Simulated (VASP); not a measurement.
Input of a VASP 6.6.1 run:

Contents of INCAR:

```
PREC = Accurate
ENCUT = 520
EDIFF = 1E-7
ISMEAR = -1
SIGMA = 0.1034
LREAL = Auto
LASPH = T
NELM = 100
ALGO = Normal
ISIF = 2
LWAVE = F
LCHARG = T
GGA = PE
LELF = T
LVHAR = T
NBANDS = 86
```

KPOINTS

```
Automatic mesh
0
Gamma
  2 2 2
  0.5 0.5 0.5
```

The input POSCAR:

```
CdS
1.0
   -2.1003480000     -3.6379090000     -6.8565590000
   -2.1003480000     -3.6379090000      6.8565590000
   -4.2006950000      7.2758180000      0.0000000000
Cd S
8 8
Direct
    0.3419872280      0.3436307638      0.1876267195
    0.3119141005      0.3183002485      0.6726185911
    0.8115241220      0.8157882142      0.1297601443
    0.8447843385      0.8318033373      0.6999778437
    0.9412544253      0.4318842004      0.8324555898
    0.9452879197      0.4374320112      0.3543404028
    0.4017804393      0.9172917913      0.8017592990
    0.3997570142      0.9100377542      0.3048265056
    0.1409532837      0.5508376003      0.1754970071
    0.1471752952      0.5183894858      0.6835436382
    0.6309194631      0.0542764268      0.1961056880
    0.6464609694      0.0263312513      0.6532079108
    0.7057726889      0.5720659710      0.8227705478
    0.7273875722      0.6064003540      0.3461584802
    0.2184969309      0.1058049814      0.8401438636
    0.1507102762      0.0610933124      0.3007913586
```

Potentials or basis: VASP PAW PBE potentials, release 64 (Cd, S).

Launch:

```sh
$ cat potpaw_PBE.64/Cd/POTCAR potpaw_PBE.64/S/POTCAR > POTCAR
$ mpirun -np 1 vasp_std > vasp.out
```

(1) Estimate the band gap on the k mesh.

(2) What does it give for the pressure?

(3) Predict the largest force.

## Answers

(1) 2.44 eV (least direct gap 2.45 eV).

(2) 1.8 GPa.

(3) 4.017 eV/Å.

Caveat: the atoms stand as in a frame of molecular dynamics; a shifted mesh leaves out Γ, where band edges can lie; forces of over 1 eV/Å act on the atoms, so gaps and moduli don't describe the material at rest.
